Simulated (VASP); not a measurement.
# MgS (I4/mmm) in VASP: further runs, part 2 of 2

VASP 6.6.1. Earlier steps stand in the parts before.

## Step 5: Single point, LDA (in-plane strain -0.01, then relaxed in part)

The input, INCAR:

```
SYSTEM = MgS
PREC = Accurate
ENCUT = 520
EDIFF = 1E-6
ISMEAR = 0
SIGMA = 0.01
LREAL = .False.
LASPH = .True.
NELM = 80
ALGO = Normal
ISIF = 2
LWAVE = .False.
LCHARG = .False.
NBANDS = 11
```

The input, KPOINTS:

```
regular mesh
0
Gamma
  8 8 8
  0 0 0
```

The input, POSCAR:

```
MgS
1.0
    2.5385406059      2.5385406059      0.0000000000
   -2.5385406059      2.5385406059      0.0000000000
    0.0000000000      2.5385406059      2.5790263043
Mg S
1 1
Direct
    0.0000000000      0.0000000000      0.0000000000
    0.5000000000      0.5000000000      0.0000000000
```

Potentials or basis: VASP PAW LDA potentials, release 64 (Mg, S).

The run is started by

```console
$ cat potpaw_LDA.64/Mg/POTCAR potpaw_LDA.64/S/POTCAR > POTCAR
$ mpirun -np 1 vasp_std > vasp.out
```

OUTCAR:

```text
SYSTEM = MgS
   PREC = Accurate
   ENCUT = 520
   EDIFF = 1E-6
   ISMEAR = 0
   LREAL = .False.
   LASPH = .True.
   NELM = 80
   ISIF = 2

 ion  position               nearest neighbor table
   1  0.000  0.000  0.000-   2 2.54   2 2.54   2 2.54   2 2.54   2 2.58   2 2.58
   2  0.500  0.500  0.000-   1 2.54   1 2.54   1 2.54   1 2.54   1 2.58   1 2.58

  LATTYP: Found a body centered tetragonal cell.
 ALAT       =     3.5900385535
 C/A-ratio  =     1.4367680268

  Lattice vectors:

 A1 = (   2.5385406059,   0.0000000000,  -2.5790263043)
 A2 = (  -2.5385406059,   0.0000000000,  -2.5790263043)
 A3 = (   0.0000000000,   2.5385406059,   2.5790263043)

Analysis of symmetry for initial positions (statically):
=====================================================================
 Subroutine PRICEL returns:
 Original cell was already a primitive cell.

 Routine SETGRP: Setting up the symmetry group for a
 body centered tetragonal supercell.

 Subroutine GETGRP returns: Found 16 space group operations
 (whereof 16 operations were pure point group operations)
 out of a pool of 16 trial point group operations.

The static configuration has the point symmetry D_4h.

Analysis of symmetry for dynamics (positions and initial velocities):
=====================================================================
 Subroutine PRICEL returns:
 Original cell was already a primitive cell.

 Routine SETGRP: Setting up the symmetry group for a
 body centered tetragonal supercell.

 Subroutine GETGRP returns: Found 16 space group operations
 (whereof 16 operations were pure point group operations)
 out of a pool of 16 trial point group operations.

The dynamic configuration has the point symmetry D_4h.

 Subroutine INISYM returns: Found 16 space group operations
 (whereof 16 operations are pure point group operations),
 and found     1 'primitive' translations

----------------------------------------------------------------------------------------

                                     Primitive cell

  volume of cell :      33.2395

  direct lattice vectors                    reciprocal lattice vectors
     2.538540606  2.538540606  0.000000000     0.196963562  0.196963562 -0.193871617
    -2.538540606  2.538540606  0.000000000    -0.196963562  0.196963562 -0.193871617
     0.000000000  2.538540606  2.579026304     0.000000000  0.000000000  0.387743234

  length of vectors
     3.590038553  3.590038553  3.618779502     0.339375151  0.339375151  0.387743234

  position of ions in fractional coordinates (direct lattice)
     0.000000000  0.000000000  0.000000000
     0.500000000  0.500000000  0.000000000

  ion indices of the primitive-cell ions
   primitive index   ion index
                 1           1
                 2           2

----------------------------------------------------------------------------------------

 KPOINTS: regular mesh

Automatic generation of k-mesh.
 Grid dimensions read from file:
 generate k-points for:    8    8    8

 Generating k-lattice:

  Cartesian coordinates                     Fractional coordinates (reciprocal lattice)
     0.024620445  0.024620445 -0.024233952     0.125000000  0.000000000  0.000000000
    -0.024620445  0.024620445 -0.024233952     0.000000000  0.125000000  0.000000000
     0.000000000  0.000000000  0.048467904     0.000000000  0.000000000  0.125000000

  Length of vectors
     0.042421894  0.042421894  0.048467904

  Shift w.r.t. Gamma in fractional coordinates (k-lattice)
     0.000000000  0.000000000  0.000000000

 Subroutine IBZKPT returns following result:
 ===========================================

 Found     59 irreducible k-points:

 Following reciprocal coordinates:
            Coordinates               Weight
  0.000000  0.000000  0.000000      1.000000
  0.125000  0.000000  0.000000      8.000000
  0.250000  0.000000  0.000000      8.000000
  0.375000  0.000000  0.000000      8.000000
  0.500000  0.000000  0.000000      4.000000
  0.125000  0.125000  0.000000      8.000000
[... 16 lines left out ...]
  0.250000  0.000000  0.125000      4.000000
  0.375000  0.000000  0.125000      8.000000
 [... further k-points ...]
   k-points           NKPTS =     59   k-points in BZ     NKDIM =     59   number of bands    NBANDS=     11
   number of dos      NEDOS =    301   number of ions     NIONS =      2
   total plane-waves  NPLWV =  21952
   dimension x,y,z NGX =    28 NGY =   28 NGZ =   28
   dimension x,y,z NGXF=    56 NGYF=   56 NGZF=   56
   ions per type =               1   1
   NGX,Y,Z   is equivalent  to a cutoff of  12.97, 12.97, 12.86 a.u.
   NGXF,Y,Z  is equivalent  to a cutoff of  25.93, 25.93, 25.73 a.u.
 SYSTEM =  MgS
   PREC   = accura    normal or accurate (medium, high low for compatibility)
   ISTART =      0    job   : 0-new  1-cont  2-samecut
   ICHARG =      2    charge: 1-file 2-atom 10-const
   ISPIN  =      1    spin polarized calculation?
   LNONCOLLINEAR =      F non collinear calculations
   LSORBIT =      F    spin-orbit coupling
   LASPH  =      T    aspherical Exc in radial PAW
   ENCUT  =  520.0 eV  38.22 Ry    6.18 a.u.   6.68  6.68  6.73*2*pi/ulx,y,z
   NELM   =     80;   NELMIN=  2; NELMDL= -5     # of ELM steps
   EDIFF  = 0.1E-05   stopping-criterion for ELM
   LREAL  =      F    real-space projection
   EDIFFG = 0.1E-04   stopping-criterion for IOM
   NSW    =      0    number of steps for IOM
   IBRION =     -1    ionic relax: 0-MD 1-quasi-New 2-CG
   NFREE  =      0    steps in history (QN), initial steepest desc. (CG)
   ISIF   =      2    stress and relaxation
   ISYM   =      2    0-nonsym 1-usesym 2-fastsym
   POTIM  = 0.5000    time-step for ionic-motion
   TEBEG  =    0.0;   TEEND  =   0.0 temperature during run
   PSTRESS=    0.0 pullay stress
   NELECT =       8.0000    total number of electrons
   NUPDOWN=      -1.0000    fix difference up-down
   EMIN   =  10.00;   EMAX   =-10.00  energy-range for DOS
   EFERMI =   0.00;   METHOD = LEGACY
   ISMEAR =     0;   SIGMA  =   0.01  broadening in eV -4-tet -1-fermi 0-gaus
   EFERMI_NEDOS =   21; number of points for ismear=-14 and -15
   IALGO  =     38    algorithm
   IMIX   =      4    mixing-type and parameters
     AMIX     =   0.40;   BMIX     =  1.00
     AMIX_MAG =   1.60;   BMIX_MAG =  1.00
  volume/ion in A,a.u.               =      16.62       112.16
  Fermi-wavevector in a.u.,A,eV,Ry     =   1.018326  1.924357 14.109076  1.036988
  Thomas-Fermi vector in A             =   2.151777
   LORBIT       =      0    0 simple, 1 ext, 2 COOP (PROOUT), +10 PAW based schemes
   GGA     = CA    functional components
   LHFCALC =     F    Hartree Fock is set to
   AEXX    =    0.0000 exact exchange contribution
   IVDW    =     0    specifies the selected vdW correction
   LEPSILON=     F    determine dielectric tensor
   LRPA    =     F    only Hartree local field effects (RPA)
 non-spin polarized calculation
 Gauss-broadening in eV      SIGMA  =   0.01
  energy-cutoff  :      520.00
  volume of cell :       33.24
 maximum number of plane-waves:       910
   NGX = 13   NGY = 13   NGZ = 13

 number of electron       7.9999999 magnetization

 Free energy of the ion-electron system (eV)
  ---------------------------------------------------
  ext. energy  EPLUGINS =         0.00000000
  ---------------------------------------------------
  free energy    TOTEN  =        -9.58957796 eV

  energy without entropy =       -9.58957796  energy(sigma->0) =       -9.58957796

 E-fermi :   4.2696     XC(G=0): -10.2276

 val. band max:        4.1626788412   @ k =   0.0000   0.0000   0.0000
 cond. band min:       6.7689604038   @ k =   0.5000   0.5000   0.0000
 fundamental gap:      2.6062815625
 Fermi energy:         4.2695900865

 k-point     1 :       0.0000    0.0000    0.0000
  band No.  band energies     occupation
      1      -8.8678      2.00000
      2       4.0947      2.00000
      3       4.0947      2.00000
      4       4.1627      2.00000
      5       8.0801      0.00000
      6      11.7993      0.00000
      7      11.9698      0.00000
      8      11.9698      0.00000
      9      14.3259      0.00000
     10      14.5553      0.00000
     11      16.6069      0.00000
[... 309 lines left out ...]
 k-point    24 :       0.3750    0.0000    0.1250
  band No.  band energies     occupation
      1      -7.9237      2.00000
      2       0.5202      2.00000
      3       2.7890      2.00000
      4       3.7530      2.00000
      5       9.8082      0.00000
      6      11.2149      0.00000
      7      11.7739      0.00000
      8      12.3766      0.00000
      9      14.0196      0.00000
     10      17.0114      0.00000
     11      17.1733      0.00000

 [... further k-points ...]
[... 5 lines left out ...]
  --------------------------------------------------------------------------------------
  -------------------------------------------------------------------------------------
  Total        0.2882049      0.2882049     -0.1323412      0.0000000      0.0000000     -0.0000000
  in kB       13.8917795     13.8917795     -6.3789853      0.0000000      0.0000000     -0.0000000
  external PRESSURE =       7.1348579 kB  Pullay stress =       0.0000000 kB

 VOLUME and BASIS-vectors are now :
 -----------------------------------------------------------------------------
  energy-cutoff  :      520.00
  volume of cell :       33.24
      direct lattice vectors                 reciprocal lattice vectors
     2.538540606  2.538540606  0.000000000     0.196963562  0.196963562 -0.193871617
    -2.538540606  2.538540606  0.000000000    -0.196963562  0.196963562 -0.193871617
     0.000000000  2.538540606  2.579026304     0.000000000  0.000000000  0.387743234

 POSITION                                       TOTAL-FORCE (eV/Angst)
 -----------------------------------------------------------------------------------
      0.00000      0.00000      0.00000        -0.000000      0.000000      0.000000
      0.00000      2.53854      0.00000         0.000000     -0.000000      0.000000
 -----------------------------------------------------------------------------------
    total drift:                               -0.000000      0.000000     -0.000000

  FREE ENERGIE OF THE ION-ELECTRON SYSTEM (eV)
  ---------------------------------------------------
  free  energy   TOTEN  =        -9.5895779614 eV

  energy  without entropy=       -9.5895779614  energy(sigma->0) =       -9.58957796
```

OSZICAR:

```text
N       E                     dE             d eps       ncg     rms          rms(c)
DAV:   1     0.203271652864E+02    0.20327E+02   -0.36671E+03  1362   0.599E+02
DAV:   2    -0.874089868461E+01   -0.29068E+02   -0.27420E+02  1665   0.100E+02
DAV:   3    -0.100031359345E+02   -0.12622E+01   -0.12598E+01  1629   0.222E+01
DAV:   4    -0.100100990984E+02   -0.69632E-02   -0.69627E-02  1568   0.192E+00
DAV:   5    -0.100101522870E+02   -0.53189E-04   -0.53188E-04  1635   0.162E-01    0.468E+00
DAV:   6    -0.964307037169E+01    0.36708E+00   -0.77627E-01  1508   0.346E+00    0.362E+00
DAV:   7    -0.959444996200E+01    0.48620E-01   -0.19348E-01  1558   0.184E+00    0.222E+00
DAV:   8    -0.958991773463E+01    0.45322E-02   -0.11216E-02  1451   0.581E-01    0.853E-01
DAV:   9    -0.958960329768E+01    0.31444E-03   -0.58964E-04  1520   0.127E-01    0.361E-01
DAV:  10    -0.958958380145E+01    0.19496E-04   -0.48734E-05  1572   0.343E-02    0.151E-01
DAV:  11    -0.958957790953E+01    0.58919E-05   -0.28202E-05  1514   0.229E-02    0.145E-02
DAV:  12    -0.958957796139E+01   -0.51858E-07   -0.34774E-07   913   0.414E-03
   1 F= -.95895780E+01 E0= -.95895780E+01  d E =-.252484E-54
```

stdout:

```text
POSCAR found type information on POSCAR MgS
 POSCAR found :  2 types and       2 ions
 scaLAPACK will be used
 LDA part: xc-table for (Slater(with rela. corr.)+CA(PZ))
 , standard interpolation
 POSCAR, INCAR and KPOINTS ok, starting setup
 FFT: planning ... GRIDC
 FFT: planning ... GRID_SOFT
 FFT: planning ... GRID
 WAVECAR not read
 entering main loop
```

Run time: 20 s. Hardware: 1 thread of Intel Xeon Platinum 8375C at 2.90GHz (Ice Lake), shared host; peak memory 0.15 GiB.

What came out:

- Free energy: -9.5896 eV
- Pressure: 0.7 GPa
- Band gap on the k mesh: 2.61 eV, indirect (least direct gap 3.92 eV)

Caveat: the cell differs from its parent crystal (in-plane strain -0.01, then relaxed in part).

## Step 6: Summary

| cell | gap on the mesh (eV) | pressure (GPa) |
| --- | --- | --- |
| a = 3.554, b = 3.554, c = 3.611 Å, angles 60.5, 60.5, 90.0°, 2 atoms | 2.57 | 2.2 |
| a = 3.554, b = 3.554, c = 3.612 Å, angles 60.5, 60.5, 90.0°, 2 atoms | 2.57 | 2.1 |
| a = 3.590, b = 3.590, c = 3.619 Å, angles 60.3, 60.3, 90.0°, 2 atoms | 2.61 | 0.7 |

Alike in all rows: task single point; level LDA; potentials or basis VASP PAW LDA potentials, release 64 (Mg, S); no spin polarisation; k mesh 8 × 8 × 8; cutoff (eV) 520; smearing gaussian 0.01 eV.

Absolute energies hang on the potentials; compare differences alone.
